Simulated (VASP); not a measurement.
# NbP (I4_1md) in VASP: further runs

NbP is run at these levels: PBE, PBE+D3(BJ), PBE+D4; tasks: single point.

All numbers are computed with VASP 6.6.1; they aren't measurements. Logs are shortened: lines on timing, memory, paths and dates and some standing lists are left out, and cuts for length are marked.

### Step 1. The cell of the first run

It takes space group I4_1md (No. 109, tetragonal). Conventional cell: a = 3.350 Å, b = 3.350 Å, c = 11.480 Å, α = 90.00°, β = 90.00°, γ = 90.00°. Within 3.4 Å of Nb (site symmetry 2mm) lie 6 P at 2.55 Å and 8 Nb at 3.32 to 3.35 Å. Within 3.4 Å of P (site symmetry 2mm) lie 6 Nb at 2.55 Å and 8 P at 3.32 to 3.35 Å.

### Step 2. Single point, PBE

The input, INCAR:

```
SYSTEM = NbP
PREC = Accurate ; ENCUT = 520
EDIFF = 1E-6 ; ISMEAR = 0
SIGMA = 0.014 ; LREAL = .False.
LASPH = .True. ; NELM = 100
ALGO = Normal ; ISIF = 2
LWAVE = .False. ; LCHARG = .False.
GGA = PE ; NBANDS = 26
```

The input, KPOINTS:

```
regular mesh
0
Gamma
  11 11 11
  0 0 0
```

The input, POSCAR:

```
NbP
1.0
   -1.6749232544      1.6749232544      5.7401081759
    1.6749232544     -1.6749232544      5.7401081759
    1.6749232544      1.6749232544     -5.7401081759
Nb P
2 2
Direct
    0.2498808000      0.7498808000      0.5000000000
    0.4998808000      0.4998808000      0.0000000000
    0.8327477700      0.3327477700      0.5000000000
    0.0827477700      0.0827477700      0.0000000000
```

Potentials or basis: VASP PAW PBE potentials, release 64 (Nb_sv, P).

Run with:

```bash
> cat potpaw_PBE.64/Nb_sv/POTCAR potpaw_PBE.64/P/POTCAR > POTCAR
> mpirun -np 1 vasp_std > vasp.out
```

OUTCAR:

```text
SYSTEM = NbP
   PREC = Accurate
   ENCUT = 520
   EDIFF = 1E-6
   ISMEAR = 0
   LREAL = .False.
   LASPH = .True.
   NELM = 100
   ISIF = 2
   GGA = PE

 ion  position               nearest neighbor table
   1  0.250  0.750  0.500-   4 2.55   4 2.55   3 2.55   3 2.55   3 2.55   3 2.55
   2  0.500  0.500  0.000-   3 2.55   3 2.55   4 2.55   4 2.55   4 2.55   4 2.55
   3  0.833  0.333  0.500-   2 2.55   2 2.55   1 2.55   1 2.55   1 2.55   1 2.55
   4  0.083  0.083  0.000-   1 2.55   1 2.55   2 2.55   2 2.55   2 2.55   2 2.55

  LATTYP: Found a body centered tetragonal cell.
 ALAT       =     3.3498465088
 C/A-ratio  =     3.4270872775

  Lattice vectors:

 A1 = (  -1.6749232544,   1.6749232544,   5.7401081759)
 A2 = (   1.6749232544,  -1.6749232544,   5.7401081759)
 A3 = (   1.6749232544,   1.6749232544,  -5.7401081759)

Analysis of symmetry for initial positions (statically):
=====================================================================
 Subroutine PRICEL returns:
 Original cell was already a primitive cell.

 Routine SETGRP: Setting up the symmetry group for a
 body centered tetragonal supercell.

 Subroutine GETGRP returns: Found  8 space group operations
 (whereof  4 operations were pure point group operations)
 out of a pool of 16 trial point group operations.

The static configuration has the point symmetry C_2v.
 The point group associated with its full space group is C_4v.

Analysis of symmetry for dynamics (positions and initial velocities):
=====================================================================
 Subroutine PRICEL returns:
 Original cell was already a primitive cell.

 Routine SETGRP: Setting up the symmetry group for a
 body centered tetragonal supercell.

 Subroutine GETGRP returns: Found  8 space group operations
 (whereof  4 operations were pure point group operations)
 out of a pool of 16 trial point group operations.

The dynamic configuration has the point symmetry C_2v.
 The point group associated with its full space group is C_4v.

 Subroutine INISYM returns: Found  8 space group operations
 (whereof  4 operations are pure point group operations),
 and found     1 'primitive' translations

----------------------------------------------------------------------------------------

                                     Primitive cell
[... 93 lines left out ...]
   ENCUT  =  520.0 eV  38.22 Ry    6.18 a.u.  11.55 11.55 11.55*2*pi/ulx,y,z
   NELM   =    100;   NELMIN=  2; NELMDL= -5     # of ELM steps
   EDIFF  = 0.1E-05   stopping-criterion for ELM
   LREAL  =      F    real-space projection
   EDIFFG = 0.1E-04   stopping-criterion for IOM
   NSW    =      0    number of steps for IOM
   IBRION =     -1    ionic relax: 0-MD 1-quasi-New 2-CG
   NFREE  =      0    steps in history (QN), initial steepest desc. (CG)
   ISIF   =      2    stress and relaxation
   ISYM   =      2    0-nonsym 1-usesym 2-fastsym
   POTIM  = 0.5000    time-step for ionic-motion
   TEBEG  =    0.0;   TEEND  =   0.0 temperature during run
   PSTRESS=    0.0 pullay stress
   NELECT =      36.0000    total number of electrons
   NUPDOWN=      -1.0000    fix difference up-down
   EMIN   =  10.00;   EMAX   =-10.00  energy-range for DOS
   EFERMI =   0.00;   METHOD = LEGACY
   ISMEAR =     0;   SIGMA  =   0.01  broadening in eV -4-tet -1-fermi 0-gaus
   EFERMI_NEDOS =   21; number of points for ismear=-14 and -15
   IALGO  =     38    algorithm
   IMIX   =      4    mixing-type and parameters
     AMIX     =   0.40;   BMIX     =  1.00
     AMIX_MAG =   1.60;   BMIX_MAG =  1.00
  volume/ion in A,a.u.               =      16.10       108.67
  Fermi-wavevector in a.u.,A,eV,Ry     =   1.348504  2.548304 24.741706  1.818464
  Thomas-Fermi vector in A             =   2.476168
   LORBIT       =      0    0 simple, 1 ext, 2 COOP (PROOUT), +10 PAW based schemes
   GGA     = PE    functional components
   LHFCALC =     F    Hartree Fock is set to
   AEXX    =    0.0000 exact exchange contribution
   IVDW    =     0    specifies the selected vdW correction
   LEPSILON=     F    determine dielectric tensor
   LRPA    =     F    only Hartree local field effects (RPA)
 non-spin polarized calculation
 Gauss-broadening in eV      SIGMA  =   0.01
  energy-cutoff  :      520.00
  volume of cell :       64.41
 maximum number of plane-waves:      1751
 NGX is ok and might be reduce to    48
   NGX = 23   NGY = 23   NGZ = 23

 number of electron      35.9999999 magnetization

 Free energy of the ion-electron system (eV)
  ---------------------------------------------------
  ext. energy  EPLUGINS =         0.00000000
  ---------------------------------------------------
  free energy    TOTEN  =       -35.31321120 eV

  energy without entropy =      -35.31308160  energy(sigma->0) =      -35.31314640

 E-fermi :  10.5517     XC(G=0): -11.9883

 val. band max:       10.5497991000   @ k =  -0.1818  -0.4545   0.1818
 cond. band min:      10.5831810086   @ k =  -0.0909  -0.4545   0.0909
 fundamental gap:      0.0333819086
 Fermi energy:        10.5517018048

 k-point     1 :       0.0000    0.0000    0.0000
  band No.  band energies     occupation
      1     -44.3919      2.00000
      2     -44.3551      2.00000
      3     -20.6515      2.00000
      4     -20.4524      2.00000
      5     -20.4524      2.00000
      6     -20.3101      2.00000
[... 685 lines left out ...]
     25      14.7250      0.00000
     26      15.9396      0.00000

 [... further k-points ...]

------------------------ aborting loop because EDIFF is reached ----------------------------------------

  FORCE on cell =-STRESS in cart. coord.  units (eV):
  Direction    XX          YY          ZZ          XY          YZ          ZX
  --------------------------------------------------------------------------------------
  -------------------------------------------------------------------------------------
  Total       -0.5327855     -0.5327855     -0.6984938      0.0000000      0.0000000      0.0000000
  in kB      -13.2523567    -13.2523567    -17.3741383      0.0000000      0.0000000      0.0000000
  external PRESSURE =     -14.6262839 kB  Pullay stress =       0.0000000 kB

 VOLUME and BASIS-vectors are now :
 -----------------------------------------------------------------------------
  energy-cutoff  :      520.00
  volume of cell :       64.41
      direct lattice vectors                 reciprocal lattice vectors
    -1.674923254  1.674923254  5.740108176     0.000000000  0.298521140  0.087106372
     1.674923254 -1.674923254  5.740108176     0.298521140  0.000000000  0.087106372
     1.674923254  1.674923254 -5.740108176     0.298521140  0.298521140  0.000000000

 POSITION                                       TOTAL-FORCE (eV/Angst)
 -----------------------------------------------------------------------------------
      1.67492      0.00000      2.86869        -0.000000     -0.000000      0.018435
      0.00000      0.00000      5.73874         0.000000      0.000000      0.018435
      0.00000      1.67492      3.82002        -0.000000      0.000000     -0.018435
      0.00000      0.00000      0.94996         0.000000     -0.000000     -0.018435
 -----------------------------------------------------------------------------------
    total drift:                               -0.000000     -0.000000      0.000208

  FREE ENERGIE OF THE ION-ELECTRON SYSTEM (eV)
  ---------------------------------------------------
  free  energy   TOTEN  =       -35.3132111980 eV

  energy  without entropy=      -35.3130815955  energy(sigma->0) =      -35.31314640
```

Run time: 4.5 min. Hardware: 1 thread of Intel Xeon Platinum 8559C (Emerald Rapids), shared host; peak memory 0.43 GiB.

Results:

```
Free energy            : -35.3132 eV
Pressure               : -1.5 GPa
Largest force          : 0.018 eV/Å
Band gap on the k mesh : zero (filled and empty bands touch)
```

Forces in eV/Å, atoms in the order of the input:
```
Nb   0.000  0.000  0.018
Nb   0.000  0.000  0.018
P    0.000  0.000 -0.018
P    0.000  0.000 -0.018
```

Levels at points of the mesh, in eV from the Fermi level:
| k point | band 14 | band 15 | band 16 | band 17 | band 18 | band 19 | band 20 | band 21 | band 22 | band 23 |
| --- | --- | --- | --- | --- | --- | --- | --- | --- | --- | --- |
| (0.00, 0.00, 0.00) | -2.22 | -2.12 | -1.70 | -1.35 | -1.35 | 0.84 | 1.60 | 2.65 | 3.14 | 3.14 |

### Step 3. Single point, PBE+D3(BJ)

This run uses another cell than the first one, of 15.47 Å³/atom, 0.961 times its volume.

The input, INCAR:

```
PREC     = Accurate       # precision mode
ENCUT    = 520            # plane-wave cutoff, eV
EDIFF    = 1E-6           # SCF threshold, eV
ISMEAR   = -1             # smearing method
SIGMA    = 0.05           # smearing width, eV
LREAL    = False          # projectors in reciprocal space
LASPH    = True           # aspherical terms in the spheres
NELM     = 100            # most SCF steps
ALGO     = Normal         # electronic algorithm
ISIF     = 2              # what is computed and relaxed
LWAVE    = False          # write WAVECAR
LCHARG   = False          # write CHGCAR
GGA      = PE             # functional
IVDW     = 12             # dispersion correction
NBANDS   = 26             # bands
```

The input, KPOINTS:

```
Automatic mesh
0
Gamma
  11 11 11
```

The input, POSCAR:

```
NbP
1.0
   -1.6578603280      1.6578603280      5.6276765086
    1.6578603280     -1.6578603280      5.6276765086
    1.6578603280      1.6578603280     -5.6276765086
Nb P
2 2
Direct
    0.2502484163      0.7502484163      0.5000000000
    0.5002484163      0.5002484163      0.0000000000
    0.8323801537      0.3323801537      0.5000000000
    0.0823801537      0.0823801537      0.0000000000
```

Potentials or basis: VASP PAW PBE potentials, release 64 (Nb_sv, P).

Run with:

```bash
> cat potpaw_PBE.64/Nb_sv/POTCAR potpaw_PBE.64/P/POTCAR > POTCAR
> mpirun -np 1 vasp_std > vasp.out
```

OUTCAR:

```text
PREC = Accurate
   ENCUT = 520
   EDIFF = 1E-6
   ISMEAR = -1
   LREAL = False
   LASPH = True
   NELM = 100
   ISIF = 2
   GGA = PE
   IVDW = 12
 IVDW          = 12

 ion  position               nearest neighbor table
   1  0.250  0.750  0.500-   4 2.51   4 2.51   3 2.52   3 2.52   3 2.52   3 2.52
   2  0.500  0.500  0.000-   3 2.51   3 2.51   4 2.52   4 2.52   4 2.52   4 2.52
   3  0.832  0.332  0.500-   2 2.51   2 2.51   1 2.52   1 2.52   1 2.52   1 2.52
   4  0.082  0.082  0.000-   1 2.51   1 2.51   2 2.52   2 2.52   2 2.52   2 2.52

[... 902 lines left out ...]
  Direction    XX          YY          ZZ          XY          YZ          ZX
  --------------------------------------------------------------------------------------
  -------------------------------------------------------------------------------------
  Total      -0.17461    -0.17461    -0.17275     0.00000     0.00000     0.00000
  in kB      -4.52163    -4.52163    -4.47350     0.00000     0.00000     0.00000
  external pressure =       -4.51 kB  Pullay stress =        0.00 kB

 VOLUME and BASIS-vectors are now :
 -----------------------------------------------------------------------------
  energy-cutoff  :      520.00
  volume of cell :       61.87
      direct lattice vectors                 reciprocal lattice vectors
    -1.657860328  1.657860328  5.627676509     0.000000000  0.301593561  0.088846614
     1.657860328 -1.657860328  5.627676509     0.301593561  0.000000000  0.088846614
     1.657860328  1.657860328 -5.627676509     0.301593561  0.301593561  0.000000000

 POSITION                                       TOTAL-FORCE (eV/Angst)
 -----------------------------------------------------------------------------------
      1.65786      0.00000      2.81663         0.000000      0.000000     -0.003366
      0.00000      0.00000      5.63047         0.000000      0.000000     -0.003366
      0.00000      1.65786      3.74106         0.000000     -0.000000      0.003366
      0.00000      0.00000      0.92722        -0.000000      0.000000      0.003366
 -----------------------------------------------------------------------------------
    total drift:                                0.000000      0.000000     -0.000052

  FREE ENERGIE OF THE ION-ELECTRON SYSTEM (eV)
  ---------------------------------------------------
  free  energy   TOTEN  =       -37.8554463884 eV

  energy  without entropy=      -37.8502589426  energy(sigma->0) =      -37.85285267
```

OSZICAR:

```text
N       E                     dE             d eps       ncg     rms          rms(c)
DAV:   1     0.352891633632E+03    0.35289E+03   -0.19097E+04  6552   0.138E+03
DAV:   2    -0.732978405271E+01   -0.36022E+03   -0.35003E+03  7744   0.510E+02
DAV:   3    -0.358561031485E+02   -0.28526E+02   -0.28013E+02 12208   0.107E+02
DAV:   4    -0.374467626539E+02   -0.15907E+01   -0.15825E+01  9720   0.207E+01
DAV:   5    -0.375187848332E+02   -0.72022E-01   -0.71966E-01 11670   0.483E+00    0.135E+01
DAV:   6    -0.352597799288E+02    0.22590E+01   -0.77328E+00 10088   0.196E+01    0.505E+00
DAV:   7    -0.352781262533E+02   -0.18346E-01   -0.62701E-01 10248   0.424E+00    0.318E+00
DAV:   8    -0.352777449713E+02    0.38128E-03   -0.73272E-02  9722   0.184E+00    0.458E-01
DAV:   9    -0.352778972309E+02   -0.15226E-03   -0.83368E-03 11224   0.550E-01    0.333E-01
DAV:  10    -0.352783009917E+02   -0.40376E-03   -0.20136E-03  7652   0.422E-01    0.677E-02
DAV:  11    -0.352782753194E+02    0.25672E-04   -0.13282E-04 10480   0.982E-02    0.258E-02
DAV:  12    -0.352782727563E+02    0.25631E-05   -0.49274E-06  8748   0.213E-02    0.105E-02
DAV:  13    -0.352782705297E+02    0.22265E-05   -0.12266E-06  5292   0.117E-02    0.304E-03
DAV:  14    -0.352782702095E+02    0.32021E-06   -0.40192E-07  4270   0.677E-03
   1 F= -.37855446E+02 E0= -.37852853E+02  d E =-.518745E-02
```

stdout:

```text
POSCAR found type information on POSCAR NbP
 POSCAR found :  2 types and       4 ions
 scaLAPACK will be used
 LDA part: xc-table for (Slater+PW92), standard interpolation
 POSCAR, INCAR and KPOINTS ok, starting setup
 FFT: planning ... GRIDC
 FFT: planning ... GRID_SOFT
 FFT: planning ... GRID
 WAVECAR not read
 entering main loop
```

Run time: 5.1 min. Hardware: 1 thread of Intel Xeon Platinum 8559C (Emerald Rapids), shared host; peak memory 0.43 GiB.

Results:

```
Free energy                : -37.8554 eV
Pressure                   : -0.5 GPa
Largest force              : 0.003 eV/Å
Band gap on the k mesh     : 0.07 eV, indirect (least direct gap 0.09 eV)
Dispersion energy per atom : -0.644 eV
```

Forces in eV/Å, atoms in the order of the input:
```
Nb   0.000  0.000 -0.003
Nb   0.000  0.000 -0.003
P    0.000  0.000  0.003
P    0.000  0.000  0.003
```

Levels at points of the mesh, in eV from the valence-band top:
```csv
k point,band 15,band 16,band 17,band 18,band 19,band 20,band 21,band 22
"(0.00, 0.00, 0.00)",-2.20,-1.72,-1.36,-1.36,0.84,1.69,2.85,3.29
```

### Step 4. Single point, PBE+D4

This run uses another cell than the first one, of 15.67 Å³/atom, 0.973 times its volume.

The input, INCAR:

```
PREC     = Accurate       # precision mode
ENCUT    = 520            # plane-wave cutoff, eV
EDIFF    = 1E-7           # SCF threshold, eV
ISMEAR   = -1             # smearing method
SIGMA    = 0.05           # smearing width, eV
LREAL    = F              # projectors in reciprocal space
LASPH    = T              # aspherical terms in the spheres
NELM     = 100            # most SCF steps
ALGO     = Normal         # electronic algorithm
ISIF     = 2              # what is computed and relaxed
LWAVE    = F              # write WAVECAR
LCHARG   = T              # write CHGCAR
GGA      = PE             # functional
IVDW     = 13             # dispersion correction
LELF     = T              # ELF
LVHAR    = T            
NBANDS   = 26             # bands
```

The input, KPOINTS:

```
regular mesh
0
Gamma
  11 11 11
```

The input, POSCAR:

```
NbP
1.0
   -1.6635534891      1.6635534891      5.6619616785
    1.6635534891     -1.6635534891      5.6619616785
    1.6635534891      1.6635534891     -5.6619616785
Nb P
2 2
Direct
    0.2501515780      0.7501515780      0.5000000000
    0.5001515780      0.5001515780      0.0000000000
    0.8324769920      0.3324769920      0.5000000000
    0.0824769920      0.0824769920      0.0000000000
```

Potentials or basis: VASP PAW PBE potentials, release 64 (Nb_sv, P).

Run with:

```bash
> cat potpaw_PBE.64/Nb_sv/POTCAR potpaw_PBE.64/P/POTCAR > POTCAR
> mpirun -np 1 vasp_std > vasp.out
```

OUTCAR:

```text
PREC = Accurate
   ENCUT = 520
   EDIFF = 1E-7
   ISMEAR = -1
   LREAL = F
   LASPH = T
   NELM = 100
   ISIF = 2
   GGA = PE
   IVDW = 13

 ion  position               nearest neighbor table
   1  0.250  0.750  0.500-   4 2.52   4 2.52   3 2.53   3 2.53   3 2.53   3 2.53
   2  0.500  0.500  0.000-   3 2.52   3 2.52   4 2.53   4 2.53   4 2.53   4 2.53
   3  0.832  0.332  0.500-   2 2.52   2 2.52   1 2.53   1 2.53   1 2.53   1 2.53
   4  0.082  0.082  0.000-   1 2.52   1 2.52   2 2.53   2 2.53   2 2.53   2 2.53

  LATTYP: Found a body centered tetragonal cell.
[... 901 lines left out ...]
  Direction    XX          YY          ZZ          XY          YZ          ZX
  --------------------------------------------------------------------------------------
  -------------------------------------------------------------------------------------
  Total      -0.17209    -0.17209    -0.16084     0.00000     0.00000     0.00000
  in kB      -4.39907    -4.39907    -4.11149     0.00000     0.00000     0.00000
  external pressure =       -4.30 kB  Pullay stress =        0.00 kB

 VOLUME and BASIS-vectors are now :
 -----------------------------------------------------------------------------
  energy-cutoff  :      520.00
  volume of cell :       62.68
      direct lattice vectors                 reciprocal lattice vectors
    -1.663553489  1.663553489  5.661961678     0.000000000  0.300561421  0.088308616
     1.663553489 -1.663553489  5.661961678     0.300561421  0.000000000  0.088308616
     1.663553489  1.663553489 -5.661961678     0.300561421  0.300561421  0.000000000

 POSITION                                       TOTAL-FORCE (eV/Angst)
 -----------------------------------------------------------------------------------
      1.66355      0.00000      2.83270        -0.000000      0.000000     -0.002643
      0.00000      0.00000      5.66368         0.000000     -0.000000     -0.002643
      0.00000      1.66355      3.76494        -0.000000     -0.000000      0.002643
      0.00000      0.00000      0.93396        -0.000000     -0.000000      0.002643
 -----------------------------------------------------------------------------------
    total drift:                                0.000000      0.000000     -0.000083

  FREE ENERGIE OF THE ION-ELECTRON SYSTEM (eV)
  ---------------------------------------------------
  free  energy   TOTEN  =       -37.0246803411 eV

  energy  without entropy=      -37.0193961498  energy(sigma->0) =      -37.02203825
```

stdout:

```text
POSCAR found type information on POSCAR NbP
 POSCAR found :  2 types and       4 ions
 scaLAPACK will be used
 LDA part: xc-table for (Slater+PW92), standard interpolation
 POSCAR, INCAR and KPOINTS ok, starting setup
 FFT: planning ... GRIDC
 FFT: planning ... GRID_SOFT
 FFT: planning ... GRID
 WAVECAR not read
 entering main loop
```

Run time: 5.7 min. Hardware: 1 thread of Intel Xeon Platinum 8559C (Emerald Rapids), shared host; peak memory 0.42 GiB.

Results:

| Quantity | Value |
| --- | --- |
| Free energy | -37.0247 eV |
| Pressure | -0.4 GPa |
| Band gap on the k mesh | 0.05 eV, indirect (least direct gap 0.06 eV) |
| Dispersion energy per atom | -0.430 eV |

Forces on the atoms (eV/Å):
```
Nb   0.000  0.000 -0.003
Nb   0.000  0.000 -0.003
P    0.000  0.000  0.003
P    0.000  0.000  0.003
```

A k mesh can miss the band edges.

### Step 5. Overview

| level | cell | smearing | gap on the mesh (eV) | pressure (GPa) |
| --- | --- | --- | --- | --- |
| PBE | a = 6.210 Å, angles 148.7, 148.7, 44.8°, 4 atoms | gaussian 0.014 eV | none | -1.5 |
| PBE+D3(BJ) | a = 6.097 Å, angles 148.4, 148.4, 45.2°, 4 atoms | fermi-dirac 0.05 eV | 0.07 | -0.5 |
| PBE+D4 | a = 6.131 Å, angles 148.5, 148.5, 45.1°, 4 atoms | fermi-dirac 0.05 eV | 0.05 | -0.4 |

Alike in all rows: task single point; potentials or basis VASP PAW PBE potentials, release 64 (Nb_sv, P); no spin polarisation; k mesh 11 × 11 × 11; cutoff (eV) 520.

Total energies depend on the potentials used, so only differences within one code and one set of settings carry meaning.
